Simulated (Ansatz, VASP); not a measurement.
**Mg2PCl in VASP and in Ansatz**

```
Mg P Cl
1.0
     1.93045    1.11455    6.16957
    -1.93045    1.11455    6.16957
     0.00000   -2.22909    6.16957
Mg P Cl
2 1 1
Direct
  0.23198 0.23198 0.23198
  0.76802 0.76802 0.76802
  0.50000 0.50000 0.50000
  0.00000 0.00000 0.00000
```

Alike in both runs: task relaxation of cell and atoms; functional PBEsol; k mesh 9 × 9 × 9; no spin polarisation.

```csv
,VASP,Ansatz
version,VASP 6.6.1,Ansatz 0.2.0
potentials or method,"VASP PAW PBE potentials, release 64 (Mg, P, Cl), cutoff 600 eV","scalar-relativistic, plane waves, PAW"
occupations,"gaussian, width 0.01 eV",fixed
valence electrons in the cell,16,32
```

|  | VASP | Ansatz | Ansatz less VASP |
| --- | --- | --- | --- |
| gap on the k mesh at the Fermi level, each at its own relaxed structure (eV) | 1.01 | 1.02 | +0.017 |
| relaxed volume (Å³/atom) | 19.89 | 19.91 | +0.021 |
| relaxed cell length with the largest relative difference (Å) | 6.554 | 6.560 | +0.0055 |

VASP's potentials were made for PBE, not for PBEsol. VASP's potentials hold 16 valence electrons a cell and Ansatz's 32, so a difference there can come from the potentials and not from the codes.
